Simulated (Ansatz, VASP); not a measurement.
**Two plane-wave programs on CuI**

File INCAR:

```
SYSTEM = CuI
ALGO = Normal
EDIFF = 1E-6
ENCUT = 520
GGA = PE
GGA_COMPAT = .FALSE.
ISIF = 2
ISMEAR = 0
LASPH = .TRUE.
LCHARG = .FALSE.
LMAXMIX = 4
LORBIT = 11
LORBMOM = .TRUE.
LREAL = .FALSE.
LSORBIT = .TRUE.
LWAVE = .FALSE.
MAGMOM = 0 0 0 0 0 0
NBANDS = 30
NELM = 150
PREC = Accurate
SIGMA = 0.05
```

KPOINTS

```
k-points
0
G
  12 12 12
  0 0 0
```

Contents of POSCAR:

```
CuI
1.0
    0.0000000000      3.0315000000      3.0315000000
    3.0315000000      0.0000000000      3.0315000000
    3.0315000000      3.0315000000      0.0000000000
Cu I
1 1
Direct
    0.7500000000      0.7500000000      0.7500000000
    0.0000000000      0.0000000000      0.0000000000
```

Input for Ansatz:

```yaml
crystal:
  lattice:
    - [0.0, 3.0315, 3.0315]
    - [3.0315, 0.0, 3.0315]
    - [3.0315, 3.0315, 0.0]
  atoms:
    - { symbol: Cu, position: [0.75, 0.75, 0.75] }
    - { symbol: I, position: [0.0, 0.0, 0.0] }
basis:
  ecutwfc: 420
kpoints:
  mp_grid: { grid: [12, 12, 12] }
hamiltonian:
  xc: pbe
scf:
  occupations: { method: gaussian, width: 0.05 }
output:
  forces: true
  eigenvalues: true
  eigenstates:
    nscf_kmesh: { grid: [28, 28, 28] }
    top_band: c12
    de_dk: true
    localisation: true
  stress: true
checkpoint:
  write: ck
  compress: false
  write_wavefunctions: false
  write_every: 100000
magnetization:
  noncollinear: true
  spin_orbit: true
```

Alike in both runs: task single point; functional PBE; k mesh 12 × 12 × 12; occupations gaussian, width 0.05 eV; non-collinear spin, spin-orbit coupling.

|  | VASP | Ansatz |
| --- | --- | --- |
| version | VASP 6.6.1 | Ansatz 0.2.0 |
| potentials or method | VASP PAW PBE potentials, release 64 (Cu, I), cutoff 520 eV | plane waves, PAW |
| valence electrons in the cell | 18 | 36 |

```tsv
	VASP	Ansatz	Ansatz less VASP
pressure (GPa)	0.7	0.4	-0.33
net moment per atom (μB)	0.00	0.00	0.000
```

The functional is the same, so the differences come from potentials, cutoffs and numerics. VASP's potentials hold 18 valence electrons a cell and Ansatz's 36, so a difference there can come from the potentials and not from the codes.
